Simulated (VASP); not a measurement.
# Lu (Im-3m) in VASP: further runs

Lu is run at these levels: r2SCAN+D3(BJ), PBE, BLYP+D4; tasks: single point.

Program: VASP 6.6.1. These are calculated values, not measurements. Logs are shortened: lines on timing, memory, paths and dates and some standing lists are left out, and cuts for length are marked.

### Step 1. The cell of the first run

It takes space group Im-3m (No. 229, cubic). The conventional cell has a = 3.908 Å, b = 3.908 Å, c = 3.908 Å, α = 90.00°, β = 90.00°, γ = 90.00°. Lu (site symmetry m-3m) has 14 Lu at 3.38 to 3.91 Å within 4.4 Å.

### Step 2. Single point, r2SCAN+D3(BJ)

The input, POSCAR:

```
Lu
1.0
   -1.9541071088      1.9541071088      1.9541071088
    1.9541071088     -1.9541071088      1.9541071088
    1.9541071088      1.9541071088     -1.9541071088
Lu
1
Direct
    0.0000000000      0.0000000000      0.0000000000
```

The input, INCAR.step1:

```
SYSTEM = Lu
PREC = Accurate
ENCUT = 520
ISMEAR = -1
SIGMA = 0.05
LREAL = .False.
LASPH = .True.
NELM = 80
NBANDS = 18
GGA = PE
ALGO = Normal
EDIFF = 1E-4
LWAVE = .True.
LCHARG = .False.
```

The input, INCAR.step2:

```
SYSTEM = Lu
PREC = Accurate
ENCUT = 520
EDIFF = 1E-6
ISMEAR = -1
SIGMA = 0.05
LREAL = .False.
LASPH = .True.
NELM = 80
ALGO = Normal
ISIF = 2
LWAVE = .False.
LCHARG = .True.
METAGGA = R2SCAN
LMIXTAU = .True.
IVDW = 12
VDW_S6 = 1.0
VDW_S8 = 0.78981345
VDW_A1 = 0.49484001
VDW_A2 = 5.73083694
LELF = .True.
LVHAR = .True.
NBANDS = 18
ISTART = 1
```

The input, KPOINTS:

```
Automatic mesh
0
Gamma
  10 10 10
  0 0 0
```

Potentials or basis: VASP PAW PBE potentials, release 64 (Lu).

Started as:

```
$ cat potpaw_PBE.64/Lu/POTCAR > POTCAR
$ cp INCAR.step1 INCAR
$ mpirun -np 1 vasp_std > vasp.out
$ cp INCAR.step2 INCAR
$ mpirun -np 1 vasp_std > vasp.out
```

OUTCAR:

```text
SYSTEM = Lu
   PREC = Accurate
   ENCUT = 520
   EDIFF = 1E-6
   ISMEAR = -1
   LREAL = .False.
   LASPH = .True.
   NELM = 80
   ISIF = 2
   METAGGA = R2SCAN
   IVDW = 12
   ISTART = 1
 IVDW          = 12

 ion  position               nearest neighbor table
   1  0.000  0.000  0.000-

  LATTYP: Found a body centered cubic cell.
 ALAT       =     3.9082142176

  Lattice vectors:

 A1 = (  -1.9541071088,   1.9541071088,   1.9541071088)
 A2 = (   1.9541071088,  -1.9541071088,   1.9541071088)
 A3 = (   1.9541071088,   1.9541071088,  -1.9541071088)

Analysis of symmetry for initial positions (statically):
=====================================================================
 Subroutine PRICEL returns:
 Original cell was already a primitive cell.

 Routine SETGRP: Setting up the symmetry group for a
 body centered cubic supercell.

 Subroutine GETGRP returns: Found 48 space group operations
 (whereof 48 operations were pure point group operations)
 out of a pool of 48 trial point group operations.

The static configuration has the point symmetry O_h .

Analysis of symmetry for dynamics (positions and initial velocities):
=====================================================================
 Subroutine PRICEL returns:
 Original cell was already a primitive cell.

 Routine SETGRP: Setting up the symmetry group for a
 body centered cubic supercell.

 Subroutine GETGRP returns: Found 48 space group operations
 (whereof 48 operations were pure point group operations)
 out of a pool of 48 trial point group operations.

The dynamic configuration has the point symmetry O_h .

 Subroutine INISYM returns: Found 48 space group operations
 (whereof 48 operations are pure point group operations),
 and found     1 'primitive' translations

----------------------------------------------------------------------------------------

                                     Primitive cell

  volume of cell :      29.8473

  direct lattice vectors                    reciprocal lattice vectors
    -1.954107109  1.954107109  1.954107109     0.000000000  0.255871338  0.255871338
     1.954107109 -1.954107109  1.954107109     0.255871338  0.000000000  0.255871338
     1.954107109  1.954107109 -1.954107109     0.255871338  0.255871338  0.000000000

  length of vectors
     3.384612796  3.384612796  3.384612796     0.361856716  0.361856716  0.361856716

  position of ions in fractional coordinates (direct lattice)
     0.000000000  0.000000000  0.000000000

  ion indices of the primitive-cell ions
   primitive index   ion index
                 1           1

----------------------------------------------------------------------------------------

 KPOINTS: Automatic mesh

Automatic generation of k-mesh.
 Grid dimensions read from file:
 generate k-points for:   10   10   10

 Generating k-lattice:

  Cartesian coordinates                     Fractional coordinates (reciprocal lattice)
     0.000000000  0.025587134  0.025587134     0.100000000  0.000000000  0.000000000
     0.025587134  0.000000000  0.025587134     0.000000000  0.100000000  0.000000000
     0.025587134  0.025587134  0.000000000     0.000000000  0.000000000  0.100000000

  Length of vectors
     0.036185672  0.036185672  0.036185672

  Shift w.r.t. Gamma in fractional coordinates (k-lattice)
     0.000000000  0.000000000  0.000000000

 Subroutine IBZKPT returns following result:
 ===========================================

 Found     47 irreducible k-points:

 Following reciprocal coordinates:
            Coordinates               Weight
  0.000000  0.000000  0.000000      1.000000
  0.100000  0.000000  0.000000     12.000000
  0.200000  0.000000  0.000000     12.000000
  0.300000  0.000000  0.000000     12.000000
  0.400000  0.000000  0.000000     12.000000
  0.500000  0.000000  0.000000      6.000000
[... 16 lines left out ...]
  0.300000  0.300000  0.100000      8.000000
 -0.300000  0.300000  0.100000     24.000000
 [... further k-points ...]
   k-points           NKPTS =     47   k-points in BZ     NKDIM =     47   number of bands    NBANDS=     18
   number of dos      NEDOS =    301   number of ions     NIONS =      1
   total plane-waves  NPLWV =  21952
   dimension x,y,z NGX =    28 NGY =   28 NGZ =   28
   dimension x,y,z NGXF=    56 NGYF=   56 NGZF=   56
   ions per type =               1
   NGX,Y,Z   is equivalent  to a cutoff of  13.75, 13.75, 13.75 a.u.
   NGXF,Y,Z  is equivalent  to a cutoff of  27.51, 27.51, 27.51 a.u.
 SYSTEM =  Lu
   PREC   = accura    normal or accurate (medium, high low for compatibility)
   ISTART =      1    job   : 0-new  1-cont  2-samecut
   ICHARG =      0    charge: 1-file 2-atom 10-const
   ISPIN  =      1    spin polarized calculation?
   LNONCOLLINEAR =      F non collinear calculations
   LSORBIT =      F    spin-orbit coupling
   LASPH  =      T    aspherical Exc in radial PAW
   ENCUT  =  520.0 eV  38.22 Ry    6.18 a.u.   6.29  6.29  6.29*2*pi/ulx,y,z
   NELM   =     80;   NELMIN=  2; NELMDL=  0     # of ELM steps
   EDIFF  = 0.1E-05   stopping-criterion for ELM
   LREAL  =      F    real-space projection
   EDIFFG = 0.1E-04   stopping-criterion for IOM
   NSW    =      0    number of steps for IOM
   IBRION =     -1    ionic relax: 0-MD 1-quasi-New 2-CG
   NFREE  =      0    steps in history (QN), initial steepest desc. (CG)
   ISIF   =      2    stress and relaxation
   ISYM   =      2    0-nonsym 1-usesym 2-fastsym
   POTIM  = 0.5000    time-step for ionic-motion
   TEBEG  =    0.0;   TEEND  =   0.0 temperature during run
   PSTRESS=    0.0 pullay stress
   NELECT =      25.0000    total number of electrons
   NUPDOWN=      -1.0000    fix difference up-down
   EMIN   =  10.00;   EMAX   =-10.00  energy-range for DOS
   EFERMI =   0.00;   METHOD = LEGACY
   ISMEAR =    -1;   SIGMA  =   0.05  broadening in eV -4-tet -1-fermi 0-gaus
   EFERMI_NEDOS =   21; number of points for ismear=-14 and -15
   IALGO  =     38    algorithm
   IMIX   =      4    mixing-type and parameters
     AMIX     =   0.40;   BMIX     =  1.00
     AMIX_MAG =   1.60;   BMIX_MAG =  1.00
  volume/ion in A,a.u.               =      29.85       201.42
  Fermi-wavevector in a.u.,A,eV,Ry     =   1.543191  2.916209 32.401456  2.381440
  Thomas-Fermi vector in A             =   2.648889
   LORBIT       =      0    0 simple, 1 ext, 2 COOP (PROOUT), +10 PAW based schemes
   METAGGA = R2SCAN    functional components
   LHFCALC =     F    Hartree Fock is set to
   AEXX    =    0.0000 exact exchange contribution
   IVDW    =    12    specifies the selected vdW correction
   LEPSILON=     F    determine dielectric tensor
   LRPA    =     F    only Hartree local field effects (RPA)
 non-spin polarized calculation
  energy-cutoff  :      520.00
  volume of cell :       29.85
 maximum number of plane-waves:       818
 NGX is ok and might be reduce to    28
   NGX = 13   NGY = 13   NGZ = 13

 number of electron      24.9999996 magnetization

 Free energy of the ion-electron system (eV)
  ---------------------------------------------------
  ext. energy  EPLUGINS =         0.00000000
  ---------------------------------------------------
  free energy    TOTEN  =       -37.95506755 eV

  energy without entropy =      -37.93932071  energy(sigma->0) =      -37.94719413

 E-fermi :   2.2240     XC(G=0): -11.4681

 val. band max:        2.1812538116   @ k =   0.3000   0.2000  -0.0000
 cond. band min:       2.2635747525   @ k =   0.5000   0.5000   0.1000
 fundamental gap:      0.0823209409
 Fermi energy:         2.2239901306

 k-point     1 :       0.0000    0.0000    0.0000
  band No.  band energies     occupation
      1     -55.9534      2.00000
      2     -25.7219      2.00000
      3     -25.7219      2.00000
      4     -25.7218      2.00000
      5      -4.1305      2.00000
      6      -3.1896      2.00000
[... 10 lines left out ...]
     17       6.7893      0.00000
     18      14.2491      0.00000

 k-point     2 :       0.1000    0.0000    0.0000
  band No.  band energies     occupation
      1     -55.9505      2.00000
      2     -25.7680      2.00000
      3     -25.7363      2.00000
      4     -25.7220      2.00000
      5      -3.8355      2.00000
      6      -3.1871      2.00000
[... 10 lines left out ...]
     17       6.7872      0.00000
     18      14.5187      0.00000

 k-point     3 :       0.2000    0.0000    0.0000
  band No.  band energies     occupation
      1     -55.9430      2.00000
      2     -25.8865      2.00000
      3     -25.7739      2.00000
      4     -25.7225      2.00000
      5      -3.1821      2.00000
      6      -3.1715      2.00000
[... 10 lines left out ...]
     17       6.8401      0.00000
     18      14.6105      0.00000

 k-point     4 :       0.3000    0.0000    0.0000
  band No.  band energies     occupation
      1     -55.9336      2.00000
      2     -26.0290      2.00000
      3     -25.8201      2.00000
      4     -25.7231      2.00000
      5      -3.1793      2.00000
      6      -3.1565      2.00000
[... 375 lines left out ...]
      4     -25.7584      2.00000
      5      -3.1805      2.00000
      6      -3.1656      2.00000
[... 10 lines left out ...]
     17       7.4091      0.00000
     18      14.5274      0.00000

 k-point    23 :       0.3000    0.3000    0.1000
  band No.  band energies     occupation
      1     -55.9210      2.00000
      2     -26.0127      2.00000
      3     -26.0126      2.00000
      4     -25.8190      2.00000
      5      -3.1686      2.00000
      6      -3.1491      2.00000
[... 10 lines left out ...]
     17       7.7787      0.00000
     18      11.7303      0.00000

 k-point    24 :      -0.3000    0.3000    0.1000
  band No.  band energies     occupation
      1     -55.9312      2.00000
      2     -26.0224      2.00000
      3     -25.8361      2.00000
      4     -25.7573      2.00000
      5      -3.1759      2.00000
      6      -3.1534      2.00000
[... 10 lines left out ...]
     17       7.4896      0.00000
     18      12.7433      0.00000

 [... further k-points ...]

------------------------ aborting loop because EDIFF is reached ----------------------------------------

 Edisp (eV)   -0.16428

 E8    (eV) :    -0.0711

  FORCE on cell =-STRESS in cart. coord.  units (eV):
  Direction    XX          YY          ZZ          XY          YZ          ZX
  --------------------------------------------------------------------------------------
  -------------------------------------------------------------------------------------
  Total      -0.21519    -0.21519    -0.21519    -0.00000    -0.00000    -0.00000
  in kB     -11.55107   -11.55107   -11.55107    -0.00000    -0.00000    -0.00000
  external pressure =      -11.55 kB  Pullay stress =        0.00 kB

 VOLUME and BASIS-vectors are now :
 -----------------------------------------------------------------------------
  energy-cutoff  :      520.00
  volume of cell :       29.85
      direct lattice vectors                 reciprocal lattice vectors
    -1.954107109  1.954107109  1.954107109     0.000000000  0.255871338  0.255871338
     1.954107109 -1.954107109  1.954107109     0.255871338  0.000000000  0.255871338
     1.954107109  1.954107109 -1.954107109     0.255871338  0.255871338  0.000000000

 POSITION                                       TOTAL-FORCE (eV/Angst)
 -----------------------------------------------------------------------------------
      0.00000      0.00000      0.00000        -0.000000     -0.000000      0.000000
 -----------------------------------------------------------------------------------
    total drift:                               -0.000000     -0.000000     -0.000000

  FREE ENERGIE OF THE ION-ELECTRON SYSTEM (eV)
  ---------------------------------------------------
  free  energy   TOTEN  =       -38.1193487248 eV

  energy  without entropy=      -38.1036018860  energy(sigma->0) =      -38.11147531
```

It took 84 s on 1 thread of Intel Xeon Platinum 8375C at 2.90GHz (Ice Lake), shared host; peak memory 0.2 GiB.

Results:

* Free energy: -38.1193 eV
* Pressure: -1.2 GPa
* Dispersion energy per atom: -0.164 eV

Caveat: three body term missing; the PAW data sets were made with another functional, which shifts forces and pressure a little; spin-orbit coupling is left out, which moves the levels of the heavy elements; pairwise dispersion overbinds metals, which lowers pressure and volume.

### Step 3. Single point, PBE

The input, INCAR:

```
ALGO = Fast
EDIFF = 1E-6
ENCUT = 520
GGA = PE
ISIF = 2
ISMEAR = -1
LASPH = T
LCHARG = F
LREAL = F
LWAVE = F
NBANDS = 18
NELM = 80
PREC = Accurate
SIGMA = 0.02
```

The input, KPOINTS:

```
k-points
0
Gamma
  4 4 4
```

POSCAR is that of step 2.

Potentials or basis: VASP PAW PBE potentials, release 64 (Lu).

Started as:

```
$ cat potpaw_PBE.64/Lu/POTCAR > POTCAR
$ mpirun -np 1 vasp_std > vasp.out
```

OUTCAR:

```text
EDIFF = 1E-6
   ENCUT = 520
   GGA = PE
   ISIF = 2
   ISMEAR = -1
   LASPH = T
   LREAL = F
   NELM = 80
   PREC = Accurate

 ion  position               nearest neighbor table
   1  0.000  0.000  0.000-

  LATTYP: Found a body centered cubic cell.
 ALAT       =     3.9082142176

  Lattice vectors:

 A1 = (  -1.9541071088,   1.9541071088,   1.9541071088)
 A2 = (   1.9541071088,  -1.9541071088,   1.9541071088)
 A3 = (   1.9541071088,   1.9541071088,  -1.9541071088)

Analysis of symmetry for initial positions (statically):
=====================================================================
 Subroutine PRICEL returns:
 Original cell was already a primitive cell.

 Routine SETGRP: Setting up the symmetry group for a
 body centered cubic supercell.

 Subroutine GETGRP returns: Found 48 space group operations
 (whereof 48 operations were pure point group operations)
 out of a pool of 48 trial point group operations.

The static configuration has the point symmetry O_h .

Analysis of symmetry for dynamics (positions and initial velocities):
[... 136 lines left out ...]
  ---------------------------------------------------
  free energy    TOTEN  =        -4.42041820 eV

  energy without entropy =       -4.41047739  energy(sigma->0) =       -4.41544779

 E-fermi :   2.1866     XC(G=0): -10.5550

 val. band max:        2.1764061573   @ k =   0.2500   0.2500   0.0000
 cond. band min:       2.6714981338   @ k =   0.5000   0.0000   0.0000
 fundamental gap:      0.4950919766
 Fermi energy:         2.1866351213

 k-point     1 :       0.0000    0.0000    0.0000
  band No.  band energies     occupation
      1     -54.1715      2.00000
      2     -24.6035      2.00000
      3     -24.6035      2.00000
      4     -24.6035      2.00000
      5      -3.8158      2.00000
      6      -2.9239      2.00000
[... 145 lines left out ...]
      5      -2.9394      2.00000
      6      -2.8846      2.00000
[... 10 lines left out ...]
     17       8.6159      0.00000
     18       8.6272      0.00000

------------------------ aborting loop because EDIFF is reached ----------------------------------------

  FORCE on cell =-STRESS in cart. coord.  units (eV):
  Direction    XX          YY          ZZ          XY          YZ          ZX
  --------------------------------------------------------------------------------------
  -------------------------------------------------------------------------------------
  Total       -0.0982064     -0.0982064     -0.0982064      0.0000000     -0.0000000      0.0000000
  in kB       -5.2716371     -5.2716371     -5.2716371      0.0000000     -0.0000000      0.0000000
  external PRESSURE =      -5.2716371 kB  Pullay stress =       0.0000000 kB

 VOLUME and BASIS-vectors are now :
 -----------------------------------------------------------------------------
  energy-cutoff  :      520.00
  volume of cell :       29.85
      direct lattice vectors                 reciprocal lattice vectors
    -1.954107109  1.954107109  1.954107109     0.000000000  0.255871338  0.255871338
     1.954107109 -1.954107109  1.954107109     0.255871338  0.000000000  0.255871338
     1.954107109  1.954107109 -1.954107109     0.255871338  0.255871338  0.000000000

 POSITION                                       TOTAL-FORCE (eV/Angst)
 -----------------------------------------------------------------------------------
      0.00000      0.00000      0.00000        -0.000000     -0.000000      0.000000
 -----------------------------------------------------------------------------------
    total drift:                                0.000000      0.000000      0.000000

  FREE ENERGIE OF THE ION-ELECTRON SYSTEM (eV)
  ---------------------------------------------------
  free  energy   TOTEN  =        -4.4204182011 eV

  energy  without entropy=       -4.4104773865  energy(sigma->0) =       -4.41544779
```

OSZICAR:

```text
N       E                     dE             d eps       ncg     rms          rms(c)
DAV:   1     0.795429866058E+02    0.79543E+02   -0.10132E+04   368   0.456E+03
DAV:   2     0.278904110566E+00   -0.79264E+02   -0.78118E+02   320   0.385E+02
DAV:   3    -0.437746949991E+01   -0.46564E+01   -0.46239E+01   316   0.634E+01
DAV:   4    -0.451210780330E+01   -0.13464E+00   -0.13417E+00   406   0.955E+00
DAV:   5    -0.451481319961E+01   -0.27054E-02   -0.27051E-02   350   0.115E+00    0.356E+00
RMM:   6    -0.444242012020E+01    0.72393E-01   -0.15952E-01   390   0.496E+00    0.191E+00
RMM:   7    -0.441828255023E+01    0.24138E-01   -0.85160E-02   401   0.226E+00    0.270E-01
RMM:   8    -0.441929713611E+01   -0.10146E-02   -0.28499E-02   413   0.152E+00    0.168E-01
RMM:   9    -0.442011198962E+01   -0.81485E-03   -0.49762E-03   419   0.378E-01    0.179E-01
RMM:  10    -0.442034186475E+01   -0.22988E-03   -0.25979E-03   442   0.338E-01    0.340E-02
RMM:  11    -0.442038372233E+01   -0.41858E-04   -0.53536E-04   452   0.120E-01    0.684E-03
RMM:  12    -0.442040528652E+01   -0.21564E-04   -0.19899E-04   424   0.567E-02    0.123E-02
RMM:  13    -0.442041184065E+01   -0.65541E-05   -0.67740E-05   343   0.318E-02    0.132E-02
RMM:  14    -0.442041597974E+01   -0.41391E-05   -0.37045E-05   359   0.384E-02    0.143E-02
RMM:  15    -0.442041596868E+01    0.11055E-07   -0.20088E-05   297   0.220E-02    0.150E-03
RMM:  16    -0.442041748609E+01   -0.15174E-05   -0.11726E-05   255   0.115E-02    0.118E-03
RMM:  17    -0.442041820111E+01   -0.71502E-06   -0.66897E-06   245   0.920E-03
   1 F= -.44204182E+01 E0= -.44154478E+01  d E =-.994081E-02
```

stdout:

```text
POSCAR found type information on POSCAR Lu
 POSCAR found :  1 types and       1 ions
 scaLAPACK will be used
 LDA part: xc-table for (Slater+PW92), standard interpolation
 POSCAR, INCAR and KPOINTS ok, starting setup
 FFT: planning ... GRIDC
 FFT: planning ... GRID_SOFT
 FFT: planning ... GRID
 WAVECAR not read
 entering main loop
```

It took 6.1 s on 1 thread of AMD EPYC 9R45 (Zen 5), shared host; peak memory 0.13 GiB.

Results:

| Property | Result |
| --- | --- |
| Free energy | -4.4204 eV |
| Pressure | -0.5 GPa |

Levels at points of the mesh, in eV from the Fermi level:
| k point | band 8 | band 9 | band 10 | band 11 | band 12 | band 13 | band 14 | band 15 | band 16 | band 17 |
| --- | --- | --- | --- | --- | --- | --- | --- | --- | --- | --- |
| (0.00, 0.00, 0.00) | -5.11 | -5.02 | -5.02 | -5.02 | -5.01 | 2.19 | 2.19 | 2.19 | 4.38 | 4.38 |
| (0.50, 0.00, 0.00) | -5.05 | -5.03 | -5.03 | -5.01 | -2.41 | 0.48 | 0.50 | 4.14 | 5.10 | 7.10 |
| (0.50, 0.50, 0.50) | -5.07 | -5.02 | -5.02 | -5.02 | -1.37 | -1.37 | 5.66 | 5.66 | 5.66 | 6.43 |

Caveat: the k points lie up to 0.57 Å⁻¹ apart; spin-orbit coupling is left out, which moves the levels of the heavy elements.

(Continued in part 2 of 2.)
